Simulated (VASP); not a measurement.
Write the native input for VASP 6.6.1 that does the following.

```yaml
Task: single point
Functional: PBEsol
Dispersion: D3(BJ)
Potentials_or_basis: VASP PAW PBE potentials, release 64 (Sn_d)
Cutoff: 520 eV
k_mesh: 22 × 22 × 22
Occupations: gaussian, width 0.15 eV
Spin: no spin polarisation
Dipole_correction: no
Further_INCAR_settings: ALGO = Fast; EDIFF = 1e-07; NBANDS = 13
```

The structure of Sn lies in POSCAR:

```
Sn
1.0
   -1.6725489275      1.7200244133      2.4917424655
    1.6725489275     -1.7200244133      2.4917424655
    1.6725489275      1.7200244133     -2.4917424655
Sn
1
Direct
    0.0000000000      0.0000000000      0.0000000000
```

This cell differs from its parent crystal: ratio of the length along z to the lengths across it x 1.1, volume and fractional coordinates fixed.

One way to write it, as run:

INCAR

```
ALGO = Fast
EDIFF = 1E-7
ENCUT = 520
GGA = PS
ISIF = 2
ISMEAR = 0
IVDW = 12
LASPH = True
LCHARG = False
LREAL = False
LWAVE = False
NBANDS = 13
NELM = 80
PREC = Accurate
SIGMA = 0.15
```

KPOINTS

```
k-points
0
Gamma
  22 22 22
```

Potentials or basis: VASP PAW PBE potentials, release 64 (Sn_d).

Run with:

```sh
$ cat potpaw_PBE.64/Sn_d/POTCAR > POTCAR
$ mpirun -np 1 vasp_std > vasp.out
```

It gave:

```
Pressure                   : -5.8 GPa
Band gap on the k mesh     : zero (band 7 reaches 14.27 eV, above the bottom of band 8 at 5.29 eV)
Dispersion energy per atom : -0.368 eV
```

Caveat: the PAW data sets were made with another functional, which shifts forces and pressure a little; spin-orbit coupling is left out, which moves the levels of the heavy elements; pairwise dispersion overbinds metals, which lowers pressure and volume.

It took 16 min on 1 thread of Oxide Virtual Turin-like Processor, with other jobs on the host, peak memory 0.57 GiB.
